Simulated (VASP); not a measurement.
Write the native input for VASP 6.6.1 that does the following.

```
Task                   : single point
Functional             : PBE
Potentials or basis    : VASP PAW PBE potentials, release 64 (Cs_sv, Zn)
Cutoff                 : 520 eV
k mesh                 : 6 × 6 × 6
Occupations            : gaussian, width 0.1 eV
Spin                   : no spin polarisation
Dipole correction      : no
Further INCAR settings : ALGO = Fast; EDIFF = 1e-06; NBANDS = 32
```

The structure of Cs4Zn lies in POSCAR:

```
Cs4Zn
1.0
    7.4607506910      0.0000000000      0.0000000000
    0.0000000000      7.4607506910      0.0000000000
    0.0000000000      0.0000000000      7.4607506910
Cs Zn
4 1
Direct
    0.5000000000      0.0000000000      0.0000000000
    0.0000000000      0.5000000000      0.0000000000
    0.0000000000      0.0000000000      0.5000000000
    0.5000000000      0.5000000000      0.5000000000
    0.0000000000      0.0000000000      0.0000000000
```

This cell differs from its parent crystal: volume scaled by 0.91.

These files were run (other wordings do the same):

INCAR

```
ALGO = Fast
EDIFF = 1E-6
ENCUT = 520
GGA = PE
ISIF = 2
ISMEAR = 0
LASPH = T
LCHARG = F
LREAL = F
LWAVE = F
NBANDS = 32
NELM = 100
PREC = Accurate
SIGMA = 0.1
```

KPOINTS

```
k-points
0
Gamma
  6 6 6
```

Potentials or basis: VASP PAW PBE potentials, release 64 (Cs_sv, Zn).

Command:

```console
$ cat potpaw_PBE.64/Cs_sv/POTCAR potpaw_PBE.64/Zn/POTCAR > POTCAR
$ mpirun -np 1 vasp_std > vasp.out
```

It gave:

| Item | Value |
| --- | --- |
| Pressure | 0.3 GPa |
| Band gap on the k mesh | zero (band 24 reaches 1.08 eV, above the bottom of band 25 at 0.28 eV) |

Caveat: spin-orbit coupling is left out, which moves the levels of the heavy elements.

Run time: 5.9 min on 1 thread of Oxide Virtual Turin-like Processor, on a shared host, peak memory 0.54 GiB.
